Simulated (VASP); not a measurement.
Crystal: NiS.

```xyz
4
Lattice="3.4200 0.0000 0.0000 -1.7100 2.9618 0.0000 0.0000 0.0000 5.3000" Properties=species:S:1:pos:R:3 pbc="T T T"
Ni    0.0000    0.0000    0.0000
Ni    0.0000    0.0000    2.6500
S     0.0000    1.9745    1.3250
S     1.7100    0.9873    3.9750
```

Base run:

* Program: VASP 6.6.1
* Functional: LDA
* Potentials or basis: VASP PAW LDA potentials, release 64 (Ni, S)
* Cutoff: 520 eV
* k mesh: 8 × 8 × 5
* Occupations: gaussian, width 0.03 eV
* Spin: collinear spin, ferromagnetic start
* Starting moments: [1.33, 1.33, 0.22, 0.22] μB
* Hubbard terms: Ni d U = 6.2 eV

Its results: pressure 0.2 GPa; net moment 3.73 μB per cell; site moments Ni +1.49; S +0.26 μB.

**Question.** The run is repeated on the same cell with these changes: spin from collinear spin, ferromagnetic start to collinear spin, antiferromagnetic start; moments at the start from [1.33, 1.33, 0.22, 0.22] to [1.3, -1.3, 0.0, 0.0]. What comes out?

**Answer.** Pressure -4.1 GPa; net moment 0.00 μB per cell; site moments Ni +1.28, -1.28; S +0.00 μB.

Caveats: the cell stands under tension (at least some runs).
